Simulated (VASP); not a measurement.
A run of VASP 6.6.1 is set up as follows.

File INCAR:

```
PREC = Accurate ; ENCUT = 500
EDIFF = 1E-6 ; ISMEAR = 0
SIGMA = 0.2 ; LREAL = F
LASPH = T ; NELM = 120
ALGO = Normal ; ISIF = 2
LWAVE = F ; LCHARG = T
GGA = PE ; LELF = T
LVHAR = T ; NBANDS = 37
GGA_COMPAT = F
```

The input KPOINTS:

```
regular mesh
0
Gamma
  5 5 5
```

POSCAR

```
Ta4Ge
1.0
   -2.4680744902      2.4680744902      3.9736243492
    2.4680744902     -2.4680744902      3.9736243492
    2.4680744902      2.4680744902     -3.9736243492
Ta Ge
4 1
Direct
    0.3136481200      0.3136481200      0.0000000000
    0.6863518800      0.6863518800      0.0000000000
    0.5000000000      0.0000000000      0.5000000000
    0.0000000000      0.5000000000      0.5000000000
    0.0000000000      0.0000000000      0.0000000000
```

Potentials or basis: VASP PAW PBE potentials, release 64 (Ta_pv, Ge_d).

The run is started by

```console
$ cat potpaw_PBE.64/Ta_pv/POTCAR potpaw_PBE.64/Ge_d/POTCAR > POTCAR
$ mpirun -np 1 vasp_std > vasp.out
```

(1) What does it give for the band gap on the k mesh?

(2) Predict the largest force.

(3) What does it give for the pressure?

Answers

(1) zero (band 29 reaches 5.71 eV, above the bottom of band 30 at 5.41 eV).

(2) 0.027 eV/Å.

(3) 0.1 GPa.

Caveat: the k points lie up to 0.36 Å⁻¹ apart; spin-orbit coupling is left out, which moves the levels of the heavy elements.
